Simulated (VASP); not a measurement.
The system is H8Os3.

```
H Os
1.0
     4.47930    0.00000    0.00000
     0.00000    4.47930    0.00000
     0.00000    0.00000    4.47930
H Os
8 3
Direct
  0.21172 0.00000 0.00000
  0.78828 0.00000 0.00000
  0.00000 0.21172 0.00000
  0.00000 0.78828 0.00000
  0.00000 0.00000 0.21172
  0.00000 0.00000 0.78828
  0.00000 0.00000 0.00000
  0.50000 0.50000 0.50000
  0.50000 0.00000 0.00000
  0.00000 0.50000 0.00000
  0.00000 0.00000 0.50000
```

* Program: VASP 6.6.1
* Task: relaxation of cell and atoms
* Functional: PBE
* Potentials or basis: VASP PAW PBE potentials, release 64 (H, Os)
* Cutoff: 600 eV
* k mesh: 4 × 4 × 4
* Occupations: gaussian, width 0.1 eV
* Spin: no spin polarisation

At the start: pressure 62.6 GPa; volume 8.17 Å³/atom.

**Question.** How do energy, volume and symmetry change on relaxing?

**Answer.** Over 13 steps the energy falls by 742.4 meV/atom and the volume is 13.03 Å³/atom (+59.4 %); space group Pm-3m (No. 221, to 0.05 Å).

The path:
```csv
step,energy change (eV),largest force (eV/Å),pressure (GPa),volume (Å³)
1,0.0000,9.3445,62.55,89.87
2,22.4516,34.1016,25.46,138.08
3,-4.3053,5.9215,21.43,103.51
4,-4.7210,4.1429,25.01,100.84
5,-4.8051,2.9632,27.87,99.18
6,-7.8609,0.4362,5.63,126.40
7,-8.1107,0.0397,2.30,135.68
8,-8.0527,0.4648,-1.82,155.60
9,-8.1610,0.2550,0.14,144.44
10,-8.1623,0.2300,0.35,143.42
11,-8.1619,0.2046,0.58,142.42
12,-8.1654,0.1369,-0.14,143.78
13,-8.1668,0.0176,0.11,143.30
```

Final structure:
```
CELL_PARAMETERS angstrom
5.23298 0.00000 0.00000
0.00000 5.23298 0.00000
0.00000 0.00000 5.23298
ATOMIC_POSITIONS crystal
H 0.19885 0.00000 0.00000
H 0.80115 0.00000 0.00000
H 0.00000 0.19885 0.00000
H 0.00000 0.80115 0.00000
H 0.00000 0.00000 0.19885
H 0.00000 0.00000 0.80115
H 0.00000 0.00000 0.00000
H 0.50000 0.50000 0.50000
Os 0.50000 0.00000 0.00000
Os 0.00000 0.50000 0.00000
Os 0.00000 0.00000 0.50000
```

Caveat: the volume moved by over 15 % at a fixed basis, so the end points are rough.
